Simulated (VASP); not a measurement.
Write the native input for VASP 6.6.1 that does the following.

- Task: single point
- Functional: PBE
- Potentials or basis: VASP PAW PBE potentials, release 64 (Fe)
- Cutoff: 520 eV
- k mesh: 12 × 12 × 12
- Occupations: fermi-dirac, width 0.05 eV
- Spin: collinear spin, ferromagnetic start
- Starting moments: [3.0] μB
- Dipole correction: no
- Further INCAR settings: ALGO = Normal; EDIFF = 1e-06; NBANDS = 14

The structure of Fe lies in POSCAR:

```
Fe
1.0
    0.0000000000      1.7904635731      1.7904635731
    1.7904635731      0.0000000000      1.7904635731
    1.7904635731      1.7904635731      0.0000000000
Fe
1
Direct
    0.0000000000      0.0000000000      0.0000000000
```

This cell differs from its parent crystal: volume scaled by 0.94.

One way to write it, as run:

INCAR

```
SYSTEM = Fe
  ALGO = Normal
  EDIFF = 1E-6
  ENCUT = 520
  GGA = PE
  ISIF = 2
  ISMEAR = -1
  ISPIN = 2
  LASPH = .True.
  LCHARG = .False.
  LMAXMIX = 4
  LORBIT = 11
  LREAL = .False.
  LWAVE = .False.
  MAGMOM = 3
  NBANDS = 14
  NELM = 150
  PREC = Accurate
  SIGMA = 0.05
```

KPOINTS

```
k-points
0
Gamma
  12 12 12
  0 0 0
```

Potentials or basis: VASP PAW PBE potentials, release 64 (Fe).

Command:

```console
$ cat potpaw_PBE.64/Fe/POTCAR > POTCAR
$ mpirun -np 1 vasp_std > vasp.out
```

Results of the run:

```
Pressure                                              : -11.0 GPa
Net moment                                            : 1.56 μB per cell
Site moments                                          : Fe +1.56 μB
Valence electrons inside the program's atomic spheres : Fe 7.24
```

Wall time 81 s on 1 thread of Intel Xeon 6975P-C (shared host), peak memory 0.14 GiB.
